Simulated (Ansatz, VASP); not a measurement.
## O: VASP beside Ansatz

The input INCAR:

```
SYSTEM = O
PREC = Accurate
ENCUT = 600
EDIFF = 1E-6
ISMEAR = -1
SIGMA = 0.1
LREAL = .False.
LASPH = .True.
NELM = 120
ALGO = Normal
ISIF = 2
LWAVE = .False.
LCHARG = .True.
GGA = PE
LELF = .True.
LVHAR = .True.
NBANDS = 13
GGA_COMPAT = .False.
```

Contents of KPOINTS:

```
Automatic mesh
0
Gamma
  6 6 6
  0 0 0
```

The input POSCAR:

```
O
1.0
    1.4233490221      0.8217709410      3.4083000000
   -1.4233490221      0.8217709410      3.4083000000
    0.0000000000     -1.6435418821      3.4083000000
O
2
Direct
    0.0577000000      0.0577000000      0.0577000000
    0.9423000000      0.9423000000      0.9423000000
```

Input for Ansatz:

```yaml
crystal:
  lattice:
    - [1.4233490221, 0.821770941, 3.4083]
    - [-1.4233490221, 0.821770941, 3.4083]
    - [0.0, -1.6435418821, 3.4083]
  atoms:
    - { symbol: O, position: [0.0577, 0.0577, 0.0577] }
    - { symbol: O, position: [0.9423, 0.9423, 0.9423] }
basis:
  ecutwfc: 420
  ecutrho_ratio: 6
kpoints:
  mp_grid: { grid: [6, 6, 6] }
hamiltonian:
  xc: pbe
scf:
  occupations: { method: fermi_dirac }
output:
  forces: true
  stress: true
  eigenvalues: true
```

Alike in both runs: task single point; functional PBE; k mesh 6 × 6 × 6; no spin polarisation.

|  | VASP | Ansatz |
| --- | --- | --- |
| version | VASP 6.6.1 | Ansatz 0.2.0 |
| potentials or method | VASP PAW PBE potentials, release 64 (O), cutoff 600 eV | scalar-relativistic, plane waves, PAW |
| occupations | fermi-dirac, width 0.1 eV | fermi-dirac |
| valence electrons in the cell | 12 | 12 |

```csv
,VASP,Ansatz,Ansatz less VASP
gap on the k mesh at the Fermi level (eV),none,none,-
pressure (GPa),9.5,5.6,-3.89
"traceless stress, the component that is largest in VASP (GPa)",30.59,21.99,-8.603
rms of the force components (eV/Å),2.470,1.507,-0.9630
```

Atom by atom the forces differ by 0.963 eV/Å (rms over components). A gap of «none» marks a metal or a gap that the smearing closes.

The k mesh is coarse, so the values compare programs but aren't converged. Noted on VASP's run: the standard files for N, O and F lose accuracy on very short bonds; spin is off for a triplet molecule.
